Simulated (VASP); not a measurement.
Fe:

```
Fe
1.0
    -1.45256    1.45256    1.45256
     1.45256   -1.45256    1.45256
     1.45256    1.45256   -1.45256
Fe
1
Direct
  0.00000 0.00000 0.00000
```

Base run:

* Program: VASP 6.6.1
* Functional: BLYP
* Dispersion: D4
* Potentials or basis: VASP PAW PBE potentials, release 64 (Fe)
* Cutoff: 520 eV
* k mesh: 13 × 13 × 13
* Occupations: fermi-dirac, width 0.05 eV
* Spin: collinear spin, ferromagnetic start
* Starting moments: [3.0] μB

Its results: pressure -12.6 GPa; net moment 2.29 μB per cell; site moments Fe +2.29 μB.

Problem. The run is repeated on the same cell with these changes: functional from BLYP to r2SCAN; further incar settings from ALGO = Normal; EDIFF = 1e-07; NBANDS = 14 to ALGO = Normal; EDIFF = 1e-06; NBANDS = 14. What comes out?

Solution. Pressure -8.9 GPa; net moment 2.66 μB per cell; site moments Fe +2.75 μB.

Caveats: the cell stands under tension; the PAW data sets were made with another functional, which shifts forces and pressure a little.
